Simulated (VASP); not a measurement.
Here is a VASP 6.6.1 calculation.

File INCAR:

```
ALGO = Normal
EDIFF = 1E-6
ENCUT = 520
GGA = PS
ISIF = 2
ISMEAR = 0
LASPH = T
LCHARG = T
LELF = T
LREAL = F
LVHAR = T
LWAVE = F
NBANDS = 8
NELM = 60
PREC = Accurate
SIGMA = 0.1
```

KPOINTS

```
k-points
0
Gamma
  8 8 8
```

Contents of POSCAR:

```
Sb
1.0
   -1.4280883106      1.4280883106      1.4280883106
    1.4280883106     -1.4280883106      1.4280883106
    1.4280883106      1.4280883106     -1.4280883106
Sb
1
Direct
    0.0000000000      0.0000000000      0.0000000000
```

Potentials or basis: VASP PAW PBE potentials, release 64 (Sb).

Run with:

```bash
$ cat potpaw_PBE.64/Sb/POTCAR > POTCAR
$ mpirun -np 1 vasp_std > vasp.out
```

What does it give for the pressure?

362.7 GPa.

Caveat: the k points lie up to 0.39 Å⁻¹ apart; the PAW data sets were made with another functional, which shifts forces and pressure a little.
